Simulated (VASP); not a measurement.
# ZnS (I-4m2) in VASP: notebook

ZnS is run at these levels: PBEsol; tasks: single point.

Everything below comes from runs of VASP 6.6.1. Logs are shortened: lines on timing, memory, paths and dates and some standing lists are left out, and cuts for length are marked.

## Step 1: The cell of the first run

Symmetry: I-4m2, No. 119, tetragonal system. Conventional cell: a = 3.796 Å, b = 3.796 Å, c = 5.477 Å, α = 90.00°, β = 90.00°, γ = 90.00°. Zn (site symmetry -4m2) has 4 S at 2.34 Å within 3.1 Å. Within 3.1 Å of S (site symmetry -4m2) lie 4 Zn at 2.34 Å.

## Step 2: Single point, PBEsol

INCAR reads:

```
SYSTEM = ZnS
ALGO = Normal
EDIFF = 1E-7
ENCUT = 520
GGA = PS
ISIF = 2
ISMEAR = 0
LASPH = .TRUE.
LCHARG = .FALSE.
LREAL = .FALSE.
LWAVE = .FALSE.
NBANDS = 16
NELM = 60
PREC = Accurate
SIGMA = 0.02
```

KPOINTS reads:

```
k-points
0
G
  6 6 6
  0 0 0
```

POSCAR reads:

```
ZnS
1.0
    0.0000000000      2.6839866667      2.7383901626
    2.6839866667      0.0000000000      2.7383901626
    2.6839866667      2.6839866667      0.0000000000
Zn S
1 1
Direct
    0.2500000000      0.2500000000      0.2500000000
    0.0000000000      0.0000000000      0.0000000000
```

Potentials or basis: VASP PAW PBE potentials, release 64 (Zn, S).

Run with:

```console
> cat potpaw_PBE.64/Zn/POTCAR potpaw_PBE.64/S/POTCAR > POTCAR
> mpirun -np 1 vasp_std > vasp.out
```

OUTCAR:

```text
SYSTEM = ZnS
   EDIFF = 1E-7
   ENCUT = 520
   GGA = PS
   ISIF = 2
   ISMEAR = 0
   LASPH = .TRUE.
   LREAL = .FALSE.
   NELM = 60
   PREC = Accurate

 ion  position               nearest neighbor table
   1  0.250  0.250  0.250-   2 2.34   2 2.34   2 2.34   2 2.34
   2  0.000  0.000  0.000-   1 2.34   1 2.34   1 2.34   1 2.34

  LATTYP: Found a body centered tetragonal cell.
 ALAT       =     3.7957303453
 C/A-ratio  =     1.4428791898

  Lattice vectors:

 A1 = (  -2.6839866667,   0.0000000000,   2.7383901626)
 A2 = (   2.6839866667,   0.0000000000,   2.7383901626)
 A3 = (   0.0000000000,   2.6839866667,  -2.7383901626)

Analysis of symmetry for initial positions (statically):
=====================================================================
 Subroutine PRICEL returns:
 Original cell was already a primitive cell.

 Routine SETGRP: Setting up the symmetry group for a
 body centered tetragonal supercell.

 Subroutine GETGRP returns: Found  8 space group operations
 (whereof  8 operations were pure point group operations)
 out of a pool of 16 trial point group operations.

The static configuration has the point symmetry D_2d.

Analysis of symmetry for dynamics (positions and initial velocities):
=====================================================================
 Subroutine PRICEL returns:
 Original cell was already a primitive cell.

 Routine SETGRP: Setting up the symmetry group for a
 body centered tetragonal supercell.

 Subroutine GETGRP returns: Found  8 space group operations
 (whereof  8 operations were pure point group operations)
 out of a pool of 16 trial point group operations.

The dynamic configuration has the point symmetry D_2d.

 Subroutine INISYM returns: Found  8 space group operations
 (whereof  8 operations are pure point group operations),
 and found     1 'primitive' translations

----------------------------------------------------------------------------------------

                                     Primitive cell

  volume of cell :      39.4535

  direct lattice vectors                    reciprocal lattice vectors
     0.000000000  2.683986667  2.738390163    -0.186290046  0.186290046  0.182589029
     2.683986667  0.000000000  2.738390163     0.186290046 -0.186290046  0.182589029
     2.683986667  2.683986667  0.000000000     0.186290046  0.186290046 -0.182589029

  length of vectors
     3.834392404  3.834392404  3.795730345     0.320541286  0.320541286  0.320541286

  position of ions in fractional coordinates (direct lattice)
     0.250000000  0.250000000  0.250000000
     0.000000000  0.000000000  0.000000000

  ion indices of the primitive-cell ions
   primitive index   ion index
                 1           1
                 2           2

----------------------------------------------------------------------------------------

 KPOINTS: k-points

Automatic generation of k-mesh.
 Grid dimensions read from file:
 generate k-points for:    6    6    6

 Generating k-lattice:

  Cartesian coordinates                     Fractional coordinates (reciprocal lattice)
    -0.031048341  0.031048341  0.030431505     0.166666667  0.000000000  0.000000000
     0.031048341 -0.031048341  0.030431505     0.000000000  0.166666667  0.000000000
     0.031048341  0.031048341 -0.030431505     0.000000000  0.000000000  0.166666667

  Length of vectors
     0.053423548  0.053423548  0.053423548

  Shift w.r.t. Gamma in fractional coordinates (k-lattice)
     0.000000000  0.000000000  0.000000000

 Subroutine IBZKPT returns following result:
 ===========================================

 Found     30 irreducible k-points:

 Following reciprocal coordinates:
            Coordinates               Weight
  0.000000  0.000000  0.000000      1.000000
  0.166667 -0.000000  0.000000      8.000000
  0.333333 -0.000000  0.000000      8.000000
  0.500000 -0.000000  0.000000      4.000000
  0.166667  0.166667  0.000000      2.000000
  0.333333  0.166667  0.000000      8.000000
[... 16 lines left out ...]
  0.333333  0.000000  0.333333      4.000000
  0.500000 -0.000000  0.333333     16.000000
 [... further k-points ...]
   k-points           NKPTS =     30   k-points in BZ     NKDIM =     30   number of bands    NBANDS=     16
   number of dos      NEDOS =    301   number of ions     NIONS =      2
   total plane-waves  NPLWV =  25200
   dimension x,y,z NGX =    30 NGY =   30 NGZ =   28
   dimension x,y,z NGXF=    60 NGYF=   60 NGZF=   56
   ions per type =               1   1
   NGX,Y,Z   is equivalent  to a cutoff of  13.01, 13.01, 12.26 a.u.
   NGXF,Y,Z  is equivalent  to a cutoff of  26.01, 26.01, 24.53 a.u.
 SYSTEM =  ZnS
   PREC   = accura    normal or accurate (medium, high low for compatibility)
   ISTART =      0    job   : 0-new  1-cont  2-samecut
   ICHARG =      2    charge: 1-file 2-atom 10-const
   ISPIN  =      1    spin polarized calculation?
   LNONCOLLINEAR =      F non collinear calculations
   LSORBIT =      F    spin-orbit coupling
   LASPH  =      T    aspherical Exc in radial PAW
   ENCUT  =  520.0 eV  38.22 Ry    6.18 a.u.   7.13  7.13  7.06*2*pi/ulx,y,z
   NELM   =     60;   NELMIN=  2; NELMDL= -5     # of ELM steps
   EDIFF  = 0.1E-06   stopping-criterion for ELM
   LREAL  =      F    real-space projection
   EDIFFG = 0.1E-05   stopping-criterion for IOM
   NSW    =      0    number of steps for IOM
   IBRION =     -1    ionic relax: 0-MD 1-quasi-New 2-CG
   NFREE  =      0    steps in history (QN), initial steepest desc. (CG)
   ISIF   =      2    stress and relaxation
   ISYM   =      2    0-nonsym 1-usesym 2-fastsym
   POTIM  = 0.5000    time-step for ionic-motion
   TEBEG  =    0.0;   TEEND  =   0.0 temperature during run
   PSTRESS=    0.0 pullay stress
   NELECT =      18.0000    total number of electrons
   NUPDOWN=      -1.0000    fix difference up-down
   EMIN   =  10.00;   EMAX   =-10.00  energy-range for DOS
   EFERMI =   0.00;   METHOD = LEGACY
   ISMEAR =     0;   SIGMA  =   0.02  broadening in eV -4-tet -1-fermi 0-gaus
   EFERMI_NEDOS =   21; number of points for ismear=-14 and -15
   IALGO  =     38    algorithm
   IMIX   =      4    mixing-type and parameters
     AMIX     =   0.40;   BMIX     =  1.00
     AMIX_MAG =   1.60;   BMIX_MAG =  1.00
  volume/ion in A,a.u.               =      19.73       133.12
  Fermi-wavevector in a.u.,A,eV,Ry     =   1.260290  2.381602 21.610537  1.588330
  Thomas-Fermi vector in A             =   2.393807
   LORBIT       =      0    0 simple, 1 ext, 2 COOP (PROOUT), +10 PAW based schemes
   GGA     = PS    functional components
   LHFCALC =     F    Hartree Fock is set to
   AEXX    =    0.0000 exact exchange contribution
   IVDW    =     0    specifies the selected vdW correction
   LEPSILON=     F    determine dielectric tensor
   LRPA    =     F    only Hartree local field effects (RPA)
 non-spin polarized calculation
 Gauss-broadening in eV      SIGMA  =   0.02
  energy-cutoff  :      520.00
  volume of cell :       39.45
 maximum number of plane-waves:      1074
 NGX is ok and might be reduce to    30
   NGX = 15   NGY = 15   NGZ = 15

 number of electron      18.0000002 magnetization

 Free energy of the ion-electron system (eV)
  ---------------------------------------------------
  ext. energy  EPLUGINS =         0.00000000
  ---------------------------------------------------
  free energy    TOTEN  =        -7.57886113 eV

  energy without entropy =       -7.57886113  energy(sigma->0) =       -7.57886113

 E-fermi :   2.1716     XC(G=0):  -9.8491

 val. band max:        2.0398771170   @ k =   0.0000   0.0000   0.0000
 cond. band min:       3.9907604064   @ k =   0.0000   0.0000   0.0000
 fundamental gap:      1.9508832894
 Fermi energy:         2.1715772235

 k-point     1 :       0.0000    0.0000    0.0000
  band No.  band energies     occupation
      1     -11.1382      2.00000
      2      -4.3651      2.00000
      3      -4.3529      2.00000
      4      -4.3529      2.00000
      5      -3.8619      2.00000
      6      -3.8555      2.00000
[... 8 lines left out ...]
     15      13.6908      0.00000
     16      13.9205      0.00000

 k-point     2 :       0.1667   -0.0000    0.0000
  band No.  band energies     occupation
      1     -10.9323      2.00000
      2      -4.3540      2.00000
      3      -4.3252      2.00000
      4      -4.3168      2.00000
      5      -3.8626      2.00000
      6      -3.8587      2.00000
[... 8 lines left out ...]
     15      13.0287      0.00000
     16      14.5035      0.00000

 k-point     3 :       0.3333   -0.0000    0.0000
  band No.  band energies     occupation
      1     -10.4641      2.00000
      2      -4.2709      2.00000
      3      -4.2560      2.00000
      4      -4.2022      2.00000
      5      -3.8485      2.00000
      6      -3.8452      2.00000
[... 8 lines left out ...]
     15      13.5264      0.00000
     16      13.7272      0.00000

 k-point     4 :       0.5000   -0.0000    0.0000
  band No.  band energies     occupation
      1     -10.1921      2.00000
      2      -4.2508      2.00000
      3      -4.2340      2.00000
      4      -3.8319      2.00000
      5      -3.8259      2.00000
      6      -3.6573      2.00000
[... 8 lines left out ...]
     15      15.3261      0.00000
     16      15.4718      0.00000
[... 324 lines left out ...]
 k-point    22 :      -0.3333    0.5000    0.1667
  band No.  band energies     occupation
      1      -9.8840      2.00000
      2      -4.2754      2.00000
      3      -4.0591      2.00000
      4      -3.9682      2.00000
      5      -3.8390      2.00000
      6      -3.5148      2.00000
[... 8 lines left out ...]
     15      15.8837      0.00000
     16      16.7376      0.00000

 k-point    23 :       0.3333    0.0000    0.3333
  band No.  band energies     occupation
      1     -10.2287      2.00000
      2      -4.4129      2.00000
      3      -4.1334      2.00000
      4      -4.1120      2.00000
      5      -3.8666      2.00000
      6      -3.8008      2.00000
[... 8 lines left out ...]
     15      14.9842      0.00000
     16      18.9095      0.00000

 k-point    24 :       0.5000   -0.0000    0.3333
  band No.  band energies     occupation
      1      -9.9545      2.00000
      2      -4.3294      2.00000
      3      -4.0765      2.00000
      4      -4.0338      2.00000
      5      -3.8025      2.00000
      6      -3.6686      2.00000
[... 8 lines left out ...]
     15      15.6183      0.00000
     16      16.8769      0.00000

 [... further k-points ...]
[... 5 lines left out ...]
  --------------------------------------------------------------------------------------
  -------------------------------------------------------------------------------------
  Total       -0.3608948     -0.3608948     -0.5813566      0.0000000      0.0000000      0.0000000
  in kB      -14.6556534    -14.6556534    -23.6084318      0.0000000      0.0000000      0.0000000
  external PRESSURE =     -17.6399128 kB  Pullay stress =       0.0000000 kB

 VOLUME and BASIS-vectors are now :
 -----------------------------------------------------------------------------
  energy-cutoff  :      520.00
  volume of cell :       39.45
      direct lattice vectors                 reciprocal lattice vectors
     0.000000000  2.683986667  2.738390163    -0.186290046  0.186290046  0.182589029
     2.683986667  0.000000000  2.738390163     0.186290046 -0.186290046  0.182589029
     2.683986667  2.683986667  0.000000000     0.186290046  0.186290046 -0.182589029

 POSITION                                       TOTAL-FORCE (eV/Angst)
 -----------------------------------------------------------------------------------
      1.34199      1.34199      1.36920        -0.000000      0.000000     -0.000000
      0.00000      0.00000      0.00000         0.000000     -0.000000      0.000000
 -----------------------------------------------------------------------------------
    total drift:                               -0.000007     -0.000007     -0.000006

  FREE ENERGIE OF THE ION-ELECTRON SYSTEM (eV)
  ---------------------------------------------------
  free  energy   TOTEN  =        -7.5788611348 eV

  energy  without entropy=       -7.5788611348  energy(sigma->0) =       -7.57886113
```

Wall time 22 s (1 thread of Intel Xeon 6975P-C, shared host); peak memory 0.17 GiB.

Results:

| Quantity | Value |
| --- | --- |
| Free energy | -7.5789 eV |
| Pressure | -1.8 GPa |
| Band gap on the k mesh | 1.95 eV, direct |

Levels at points of the mesh, in eV from the valence-band top:
```tsv
k point	band 6	band 7	band 8	band 9	band 10	band 11	band 12	band 13
(0.00, 0.00, 0.00)	-5.90	-0.07	0.00	0.00	1.95	6.28	6.29	6.29
(0.50, 0.00, 0.00)	-5.70	-5.39	-0.96	-0.84	3.16	6.73	6.90	8.68
(0.50, 0.50, 0.00)	-5.70	-4.71	-2.20	-2.20	3.28	4.07	10.66	11.88
(0.50, 0.00, 0.50)	-5.67	-4.59	-2.33	-2.29	3.18	3.88	10.88	11.73
```

Caveat: the PAW data sets were made with another functional, which shifts forces and pressure a little.

## Step 3: Single point, PBEsol

INCAR reads:

```
PREC = Accurate
ENCUT = 520
EDIFF = 1E-7
ISMEAR = 0
SIGMA = 0.02
LREAL = False
LASPH = True
NELM = 60
ALGO = Normal
ISIF = 2
LWAVE = False
LCHARG = False
GGA = PS
NBANDS = 16
```

KPOINTS reads:

```
regular mesh
0
Gamma
  6 6 6
```

POSCAR reads:

```
ZnS
1.0
    0.0000000000      2.7200133333      2.6663304241
    2.7200133333      0.0000000000      2.6663304241
    2.7200133333      2.7200133333      0.0000000000
Zn S
1 1
Direct
    0.2500000000      0.2500000000      0.2500000000
    0.0000000000      0.0000000000      0.0000000000
```

Potentials or basis: VASP PAW PBE potentials, release 64 (Zn, S).

Run with:

```console
> cat potpaw_PBE.64/Zn/POTCAR potpaw_PBE.64/S/POTCAR > POTCAR
> mpirun -np 1 vasp_std > vasp.out
```

Wall time 15 s (1 thread of Intel Xeon 6975P-C, shared host); peak memory 0.16 GiB.

The run converged. Its results:

| Item | Value |
| --- | --- |
| Free energy | -7.5790 eV |
| Pressure | -1.8 GPa |
| Band gap on the k mesh | 1.93 eV, direct |

Stress tensor (GPa, compression positive):
```
-2.04  0.00  0.00
 0.00 -2.04  0.00
 0.00  0.00 -1.21
```

Levels at points of the mesh, in eV from the valence-band top:
```
           k point  band 7  band 8  band 9  band 10  band 11  band 12
(0.00, 0.00, 0.00)   -0.07   -0.07    0.00     1.93     6.26     6.26
(0.50, 0.00, 0.00)   -5.41   -0.98   -0.87     3.14     6.70     6.88
(0.50, 0.50, 0.00)   -4.57   -2.36   -2.36     3.13     3.79    10.93
(0.50, 0.00, 0.50)   -4.69   -2.28   -2.24     3.23     3.99    10.71
```

Caveat: the PAW data sets were made with another functional, which shifts forces and pressure a little.
